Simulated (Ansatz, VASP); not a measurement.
# One calculation of GaN, two programs

The input INCAR:

```
  PREC = Accurate
  ENCUT = 520
  EDIFF = 1E-8
  ISMEAR = -1
  SIGMA = 0.02
  LREAL = F
  LASPH = T
  NELM = 100
  ALGO = Normal
  ISIF = 2
  LWAVE = F
  LCHARG = F
  GGA = PE
  LEFG = T
  NBANDS = 16
```

File KPOINTS:

```
Automatic mesh
0
Gamma
  13 13 13
```

File POSCAR:

```
GaN
1.0
    0.0000000000      1.9925000000      2.0124250000
    1.9925000000      0.0000000000      2.0124250000
    1.9925000000      1.9925000000      0.0000000000
Ga N
1 1
Direct
    0.5000000000      0.5000000000      0.5000000000
    0.0000000000      0.0000000000      0.0000000000
```

Input for Ansatz:

```yaml
crystal:
  lattice:
    - [0.0, 1.9925, 2.012425]
    - [1.9925, 0.0, 2.012425]
    - [1.9925, 1.9925, 0.0]
  atoms:
    - { symbol: Ga, position: [0.5, 0.5, 0.5] }
    - { symbol: "N", position: [0.0, 0.0, 0.0] }
kpoints:
  mp_grid: { grid: [13, 13, 13] }
scf:
  occupations: { method: fermi_dirac, width: 0.02 }
hamiltonian:
  xc: pbe
  pseudopotentials: { kind: all_electron, datasets: crystal }
output:
  forces: true
  stress: true
  eigenvalues: true
  efg: { contact_densities: true }
```

Change from the starting cell: zz strain of +1 %, crystal datasets.

Alike in both runs: task electric field gradients; functional PBE; k mesh 13 × 13 × 13; occupations fermi-dirac, width 0.02 eV; no spin polarisation.

|  | VASP | Ansatz |
| --- | --- | --- |
| version | VASP 6.6.1 | Ansatz 0.2.0 |
| potentials or method | VASP PAW PBE potentials, release 64 (Ga_d, N), cutoff 520 eV | all-electron PAW with datasets made for the crystal, scalar-relativistic |

|  | VASP | Ansatz | Ansatz less VASP |
| --- | --- | --- | --- |
| gap on the k mesh at the Fermi level (eV) | 1.77 | 1.79 | +0.018 |
| pressure (GPa) | 65.5 | 64.4 | -1.18 |
| traceless stress, the component that is largest in VASP (GPa) | -3.26 | -3.28 | -0.022 |
| size of Vzz on the site where it differs most (V/Å²) | 10.0 | 10.4 | +0.37 |

Both programs put the cell under a high pressure, so it lies far from rest at this level. Ansatz ran all-electron here, and VASP with PAW potentials.

Noted on VASP's run: the cell as given lies far from equilibrium.
